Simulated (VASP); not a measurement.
# Ga2O3: single point with PBE

Crystal: Ga2O3.

```xyz
10
Lattice="2.4870 1.4359 4.5258 -2.4870 1.4359 4.5258 0.0000 -2.8717 4.5258" Properties=species:S:1:pos:R:3 pbc="T T T"
Ga    0.0000    0.0000    8.7969
Ga    0.0000    0.0000   11.5693
Ga    0.0000    0.0000    2.0082
Ga    0.0000    0.0000    4.7806
O     0.9642   -1.4359    5.6573
O     1.7256    0.1171    7.9202
O    -1.7256   -0.1171    5.6573
O     0.7614    1.5530    5.6573
O    -0.7614   -1.5530    7.9202
O    -0.9642    1.4359    7.9202
```

| Property | Result |
| --- | --- |
| Program | VASP 6.6.1 |
| Task | single point |
| Functional | PBE |
| Potentials or basis | VASP PAW PBE potentials, release 64 (Ga_d, O) |
| Cutoff | 600 eV |
| k mesh | 6 × 6 × 6 |
| Occupations | gaussian, width 0.1 eV |
| Spin | no spin polarisation |
| Dipole correction | no |
| Further INCAR settings | ALGO = Normal; EDIFF = 1e-06; NBANDS = 55 |

```
Pressure               : 9.1 GPa
Largest force          : 0.513 eV/Å
Band gap on the k mesh : 2.82 eV (least direct gap 3.06 eV)
```

Forces on the atoms (eV/Å):
```
Ga   0.000  0.000 -0.513
Ga   0.000  0.000  0.513
Ga   0.000  0.000 -0.513
Ga   0.000  0.000  0.513
O    0.079  0.000  0.000
O    0.039  0.068  0.000
O   -0.039 -0.068  0.000
O   -0.039  0.068  0.000
O    0.039 -0.068  0.000
O   -0.079  0.000  0.000
```

Stress tensor (GPa, compression positive):
```
9.59 0.00 0.00
0.00 9.59 0.00
0.00 0.00 8.06
```

Levels at points of the mesh, in eV from the valence-band top:
| k point | band 41 | band 42 | band 43 | band 44 | band 45 | band 46 | band 47 | band 48 |
| --- | --- | --- | --- | --- | --- | --- | --- | --- |
| (0.00, 0.00, 0.00) | -0.27 | -0.27 | -0.24 | -0.24 | 2.82 | 6.66 | 6.99 | 9.13 |
| (0.50, 0.00, 0.00) | -0.97 | -0.97 | -0.17 | -0.17 | 6.33 | 6.33 | 6.79 | 6.79 |
| (0.50, 0.50, 0.00) | -0.79 | -0.72 | -0.27 | -0.13 | 6.50 | 6.73 | 7.69 | 7.72 |
| (0.50, 0.50, 0.50) | -0.27 | -0.27 | -0.27 | -0.27 | 5.86 | 5.86 | 7.83 | 7.83 |

Wall time 8.5 min on 1 thread of Oxide Virtual Turin-like Processor, on a shared host, peak memory 0.36 GiB.

Caveat: the cell stands under pressure. A k mesh can miss the band edges.
